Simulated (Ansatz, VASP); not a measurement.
## One calculation of MgO, two programs

```
Mg O
1.0
     0.00000    2.08032    2.08032
     2.08032    0.00000    2.08032
     2.08032    2.08032    0.00000
Mg O
1 1
Direct
  0.00000 0.00000 0.00000
  0.50000 0.50000 0.50000
```

Alike in both runs: functional LDA; k mesh 10 × 10 × 10; occupations gaussian, width 0.02 eV; no spin polarisation.

Ansatz relaxed the structure, and its values are those at the end. VASP's run is a single point on that final structure, the one shown.

|  | VASP | Ansatz |
| --- | --- | --- |
| version | VASP 6.6.1 | Ansatz 0.2.0 |
| potentials or method | VASP PAW LDA potentials, release 64 (Mg, O), cutoff 600 eV | scalar-relativistic, plane waves, PAW |
| valence electrons in the cell | 8 | 16 |

Ansatz gave:

```
gap on the k mesh at the Fermi level (eV) : 5.03
least direct gap on the mesh (eV)         : 5.03
pressure (GPa)                            : 0.0
```

Question: What did VASP give for the same quantities?

Answer: gap on the k mesh at the Fermi level (eV): 5.03; least direct gap on the mesh (eV): 5.03; pressure (GPa): -2.1.

Ansatz warns that its potentials were made for another functional, while VASP's fit it. LDA's correlation is that of Perdew and Zunger in VASP and of Perdew and Wang (1992) in Ansatz. VASP's potentials hold 8 valence electrons a cell and Ansatz's 16, so a difference there can come from the potentials and not from the codes.
